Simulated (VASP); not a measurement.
# SiB5 (P-6m2) in VASP: single point with PBE

Aim: the single point of SiB5 with PBE.

All numbers are computed with VASP 6.6.1; they aren't measurements. Logs are shortened: lines on timing, memory, paths and dates and some standing lists are left out, and cuts for length are marked.

**1. The cell of the first run**

The structure is hexagonal, space group P-6m2 (No. 187). The conventional cell has a = 2.843 Å, b = 2.843 Å, c = 7.329 Å, α = 90.00°, β = 90.00°, γ = 120.00°. Within 2.7 Å of Si (site symmetry -6m2) lie 2 B at 2.03 Å. Within 2.4 Å of B (site symmetry 3m) lie 7 B at 1.79 to 1.88 Å. B (site symmetry 3m) has 4 B at 1.64 to 1.79 Å and 1 Si at 2.03 Å within 2.2 Å. Within 2.2 Å of B (site symmetry -6m2) lie 8 B at 1.64 to 1.88 Å.

**2. Single point, PBE**

Input file INCAR:

```
SYSTEM = SiB5
ALGO = Normal ; EDIFF = 1E-6
ENCUT = 500 ; GGA = PE
GGA_COMPAT = .False. ; ISIF = 2
ISMEAR = 0 ; LASPH = .True.
LCHARG = .False. ; LREAL = .False.
LWAVE = .False. ; NBANDS = 18
NELM = 120 ; PREC = Accurate
SIGMA = 0.1
```

Input file KPOINTS:

```
k-points
0
Gamma
  6 6 4
  0 0 0
```

Input file POSCAR:

```
SiB5
1.0
    2.8434464859      0.0000000000      0.0000000000
   -1.4217232430      2.4624968911      0.0000000000
    0.0000000000      0.0000000000      7.3292014450
Si B
1 5
Direct
    0.6666666667      0.3333333333      0.5000000000
    0.3333333333      0.6666666667      0.1247973127
    0.3333333333      0.6666666667      0.8752026873
    0.6666666667      0.3333333333      0.7764287891
    0.6666666667      0.3333333333      0.2235712109
    0.6666666667      0.3333333333      0.0000000000
```

Potentials or basis: VASP PAW PBE potentials, release 64 (Si, B).

Launch:

```bash
$ cat potpaw_PBE.64/Si/POTCAR potpaw_PBE.64/B/POTCAR > POTCAR
$ mpirun -np 1 vasp_std > vasp.out
```

OUTCAR:

```text
SYSTEM = SiB5
   EDIFF = 1E-6
   ENCUT = 500
   GGA = PE
   ISIF = 2
   ISMEAR = 0
   LASPH = .True.
   LREAL = .False.
   NELM = 120
   PREC = Accurate

 ion  position               nearest neighbor table
   1  0.667  0.333  0.500-   4 2.03   5 2.03
   2  0.333  0.667  0.125-   5 1.79   5 1.79   5 1.79   3 1.83   6 1.88   6 1.88   6 1.88
   3  0.333  0.667  0.875-   4 1.79   4 1.79   4 1.79   2 1.83   6 1.88   6 1.88   6 1.88
   4  0.667  0.333  0.776-   6 1.64   3 1.79   3 1.79   3 1.79   1 2.03
   5  0.667  0.333  0.224-   6 1.64   2 1.79   2 1.79   2 1.79   1 2.03
   6  0.667  0.333  0.000-   4 1.64   5 1.64   2 1.88   3 1.88   2 1.88   3 1.88   2 1.88   3 1.88

  LATTYP: Found a hexagonal cell.
 ALAT       =     2.8434464859
 C/A-ratio  =     2.5775767124

  Lattice vectors:

 A1 = (   2.8434464859,   0.0000000000,   0.0000000000)
 A2 = (  -1.4217232430,   2.4624968911,   0.0000000000)
 A3 = (   0.0000000000,   0.0000000000,   7.3292014450)

Analysis of symmetry for initial positions (statically):
=====================================================================
 Subroutine PRICEL returns:
 Original cell was already a primitive cell.

 Routine SETGRP: Setting up the symmetry group for a
 hexagonal supercell.

 Subroutine GETGRP returns: Found 12 space group operations
 (whereof 12 operations were pure point group operations)
 out of a pool of 24 trial point group operations.

The static configuration has the point symmetry D_3h.

Analysis of symmetry for dynamics (positions and initial velocities):
=====================================================================
 Subroutine PRICEL returns:
 Original cell was already a primitive cell.

 Routine SETGRP: Setting up the symmetry group for a
 hexagonal supercell.

 Subroutine GETGRP returns: Found 12 space group operations
 (whereof 12 operations were pure point group operations)
 out of a pool of 24 trial point group operations.

The dynamic configuration has the point symmetry D_3h.

 Subroutine INISYM returns: Found 12 space group operations
 (whereof 12 operations are pure point group operations),
 and found     1 'primitive' translations

----------------------------------------------------------------------------------------

                                     Primitive cell

  volume of cell :      51.3189

  direct lattice vectors                    reciprocal lattice vectors
[... 95 lines left out ...]
   IBRION =     -1    ionic relax: 0-MD 1-quasi-New 2-CG
   NFREE  =      0    steps in history (QN), initial steepest desc. (CG)
   ISIF   =      2    stress and relaxation
   ISYM   =      2    0-nonsym 1-usesym 2-fastsym
   POTIM  = 0.5000    time-step for ionic-motion
   TEBEG  =    0.0;   TEEND  =   0.0 temperature during run
   PSTRESS=    0.0 pullay stress
   NELECT =      19.0000    total number of electrons
   NUPDOWN=      -1.0000    fix difference up-down
   EMIN   =  10.00;   EMAX   =-10.00  energy-range for DOS
   EFERMI =   0.00;   METHOD = LEGACY
   ISMEAR =     0;   SIGMA  =   0.10  broadening in eV -4-tet -1-fermi 0-gaus
   EFERMI_NEDOS =   21; number of points for ismear=-14 and -15
   IALGO  =     38    algorithm
   IMIX   =      4    mixing-type and parameters
     AMIX     =   0.40;   BMIX     =  1.00
     AMIX_MAG =   1.60;   BMIX_MAG =  1.00
  volume/ion in A,a.u.               =       8.55        57.72
  Fermi-wavevector in a.u.,A,eV,Ry     =   1.175530  2.221429 18.801480  1.381870
  Thomas-Fermi vector in A             =   2.311909
   LORBIT       =      0    0 simple, 1 ext, 2 COOP (PROOUT), +10 PAW based schemes
   GGA     = PE    functional components
   LHFCALC =     F    Hartree Fock is set to
   AEXX    =    0.0000 exact exchange contribution
   IVDW    =     0    specifies the selected vdW correction
   LEPSILON=     F    determine dielectric tensor
   LRPA    =     F    only Hartree local field effects (RPA)
 non-spin polarized calculation
 Gauss-broadening in eV      SIGMA  =   0.10
  energy-cutoff  :      500.00
  volume of cell :       51.32
 maximum number of plane-waves:      1314
 NGX is ok and might be reduce to    24
   NGX = 11   NGY = 11   NGZ = 27

 number of electron      19.0000000 magnetization

 Free energy of the ion-electron system (eV)
  ---------------------------------------------------
  ext. energy  EPLUGINS =         0.00000000
  ---------------------------------------------------
  free energy    TOTEN  =       -37.28454684 eV

  energy without entropy =      -37.26985816  energy(sigma->0) =      -37.27720250

 E-fermi :   6.9004     XC(G=0): -11.4492

 val. band max:        6.8771625697   @ k =   0.3333  -0.0000   0.2500
 cond. band min:       6.9160856580   @ k =   0.1667   0.1667   0.0000
 fundamental gap:      0.0389230884
 Fermi energy:         6.9003961377

 k-point     1 :       0.0000    0.0000    0.0000
  band No.  band energies     occupation
      1      -9.3266      2.00000
      2      -5.7284      2.00000
      3      -4.7341      2.00000
      4       0.9131      2.00000
      5       1.7366      2.00000
      6       5.5874      2.00000
[... 418 lines left out ...]
      5       0.9356      2.00000
      6       1.3962      2.00000
[... 10 lines left out ...]
     17      16.9678      0.00000
     18      17.6510      0.00000

------------------------ aborting loop because EDIFF is reached ----------------------------------------

  FORCE on cell =-STRESS in cart. coord.  units (eV):
  Direction    XX          YY          ZZ          XY          YZ          ZX
  --------------------------------------------------------------------------------------
  -------------------------------------------------------------------------------------
  Total       -0.3760215     -0.3760215      0.6435498      0.0000000     -0.0000000      0.0000000
  in kB      -11.7393988    -11.7393988     20.0916370      0.0000000     -0.0000000      0.0000000
  external PRESSURE =      -1.1290535 kB  Pullay stress =       0.0000000 kB

 VOLUME and BASIS-vectors are now :
 -----------------------------------------------------------------------------
  energy-cutoff  :      500.00
  volume of cell :       51.32
      direct lattice vectors                 reciprocal lattice vectors
     2.843446486  0.000000000  0.000000000     0.351685887  0.203045942  0.000000000
    -1.421723243  2.462496891  0.000000000     0.000000000  0.406091883  0.000000000
     0.000000000  0.000000000  7.329201445     0.000000000  0.000000000  0.136440512

 POSITION                                       TOTAL-FORCE (eV/Angst)
 -----------------------------------------------------------------------------------
      1.42172      0.82083      3.66460         0.000000      0.000000      0.000000
     -0.00000      1.64166      0.91466         0.000000     -0.000000      0.028900
     -0.00000      1.64166      6.41454         0.000000     -0.000000     -0.028900
      1.42172      0.82083      5.69060        -0.000000      0.000000      0.165146
      1.42172      0.82083      1.63860        -0.000000      0.000000     -0.165146
      1.42172      0.82083      0.00000        -0.000000      0.000000      0.000000
 -----------------------------------------------------------------------------------
    total drift:                               -0.000000      0.000000     -0.000000

  FREE ENERGIE OF THE ION-ELECTRON SYSTEM (eV)
  ---------------------------------------------------
  free  energy   TOTEN  =       -37.2845468353 eV

  energy  without entropy=      -37.2698581626  energy(sigma->0) =      -37.27720250
```

OSZICAR:

```text
N       E                     dE             d eps       ncg     rms          rms(c)
DAV:   1     0.280438104610E+02    0.28044E+02   -0.80897E+03   756   0.887E+02
DAV:   2    -0.377493885819E+02   -0.65793E+02   -0.62748E+02  1042   0.176E+02
DAV:   3    -0.398350901841E+02   -0.20857E+01   -0.20661E+01   986   0.275E+01
DAV:   4    -0.398469525408E+02   -0.11862E-01   -0.11854E-01   982   0.221E+00
DAV:   5    -0.398470410803E+02   -0.88540E-04   -0.88521E-04   962   0.185E-01    0.804E+00
DAV:   6    -0.374605457244E+02    0.23865E+01   -0.54797E+00   850   0.111E+01    0.413E+00
DAV:   7    -0.373312261989E+02    0.12932E+00   -0.52422E-01   894   0.403E+00    0.214E+00
DAV:   8    -0.372853941979E+02    0.45832E-01   -0.68383E-02   944   0.152E+00    0.545E-01
DAV:   9    -0.372855345843E+02   -0.14039E-03   -0.10894E-02   954   0.643E-01    0.176E-01
DAV:  10    -0.372846294455E+02    0.90514E-03   -0.30056E-03   900   0.349E-01    0.774E-02
DAV:  11    -0.372845385570E+02    0.90888E-04   -0.46762E-04   908   0.149E-01    0.324E-02
DAV:  12    -0.372845470450E+02   -0.84881E-05   -0.95280E-05   916   0.619E-02    0.855E-03
DAV:  13    -0.372845468353E+02    0.20971E-06   -0.51009E-06   952   0.148E-02
   1 F= -.37284547E+02 E0= -.37277202E+02  d E =-.146887E-01
```

Run time: 8.7 s. Hardware: 1 thread of Intel Xeon 6975P-C (Granite Rapids), shared host; peak memory 0.16 GiB.

Results:

```yaml
Free_energy: -37.2845 eV
Pressure: -0.1 GPa
Largest_force: 0.165 eV/Å
```

Forces on the atoms (eV/Å):
```
Si   0.000  0.000  0.000
B    0.000  0.000  0.029
B    0.000  0.000 -0.029
B    0.000  0.000  0.165
B    0.000  0.000 -0.165
B    0.000  0.000  0.000
```

Caveat: the k points lie up to 0.43 Å⁻¹ apart.
